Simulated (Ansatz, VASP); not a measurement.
**As: VASP beside Ansatz**

POSCAR

```
As
1.0
    2.9794804000     -0.1006165900      0.3237709600
   -0.1006165900      2.5830128800      0.2618843200
    0.3237709600      0.2618843200      2.5485519600
As
1
Direct
    0.5000000000      0.5000000000      0.5000000000
```

INCAR.step1

```
PREC     = Accurate       # precision mode
ENCUT    = 520            # plane-wave cutoff, eV
EDIFF    = 1E-5           # SCF threshold, eV
ISMEAR   = -1             # smearing method
SIGMA    = 0.05           # smearing width, eV
LREAL    = False          # projectors in reciprocal space
LASPH    = True           # aspherical terms in the spheres
NELM     = 100            # most SCF steps
ALGO     = Normal         # electronic algorithm
ISIF     = 2              # what is computed and relaxed
LWAVE    = True           # write WAVECAR
LCHARG   = False          # write CHGCAR
NBANDS   = 8              # bands
GGA      = PE             # functional
```

INCAR.step2

```
PREC     = Accurate       # precision mode
ENCUT    = 520            # plane-wave cutoff, eV
EDIFF    = 1E-6           # SCF threshold, eV
ISMEAR   = -1             # smearing method
SIGMA    = 0.05           # smearing width, eV
LREAL    = False          # projectors in reciprocal space
LASPH    = True           # aspherical terms in the spheres
NELM     = 100            # most SCF steps
ALGO     = Normal         # electronic algorithm
ISIF     = 2              # what is computed and relaxed
LWAVE    = False          # write WAVECAR
LCHARG   = False          # write CHGCAR
METAGGA  = R2SCAN         # meta-GGA
LHFCALC  = True           # exact exchange
AEXX     = 0.35           # exact-exchange fraction
LMIXTAU  = True         
PRECFOCK = Normal       
NBANDS   = 8              # bands
ISTART   = 1
```

File KPOINTS:

```
regular mesh
0
Gamma
  5 6 6
```

Contents of input.yaml:

```yaml
crystal:
  lattice:
    - [2.9794804, -0.10061659, 0.32377096]
    - [-0.10061659, 2.58301288, 0.26188432]
    - [0.32377096, 0.26188432, 2.54855196]
  atoms:
    - { symbol: As, position: [0.5, 0.5, 0.5] }
hamiltonian:
  xc: { exchange: r2scan, correlation: r2scan, exx: { coeff: 0.35 } }
  pseudopotentials: { kind: paw }
kpoints:
  mp_grid: { grid: [5, 6, 6] }
scf:
  occupations: { method: fermi_dirac, width: 0.05 }
output:
  forces: true
  stress: true
  eigenvalues: true
```

Alike in both runs: task single point; functional r2SCAN-based global hybrid with a share of 0.35 of exact exchange; k mesh 5 × 6 × 6; occupations fermi-dirac, width 0.05 eV; no spin polarisation.

|  | VASP | Ansatz |
| --- | --- | --- |
| version | VASP 6.6.1 | Ansatz 0.2.0 |
| potentials or method | VASP PAW PBE potentials, release 64 (As) | Ansatz PAW |
| plane-wave cutoff (eV) | 520 | 500 |
| valence electrons in the cell | 5 | 15 |

Ansatz gave:

- gap on the k mesh at the Fermi level (eV): none
- pressure (GPa): 1.9
- traceless stress, the component that is largest in VASP (GPa): -11.36

Task: Estimate VASP's values.

Result: gap on the k mesh at the Fermi level (eV): none; pressure (GPa): 0.9; traceless stress, the component that is largest in VASP (GPa): -10.91.

VASP's potentials were made for PBE, not for r2SCAN-based global hybrid. A gap of «none» marks a metal or a gap that the smearing closes. VASP's potentials hold 5 valence electrons a cell and Ansatz's 15, so a difference there can come from the potentials and not from the codes.

The k mesh is coarse, so the values compare programs but aren't converged.
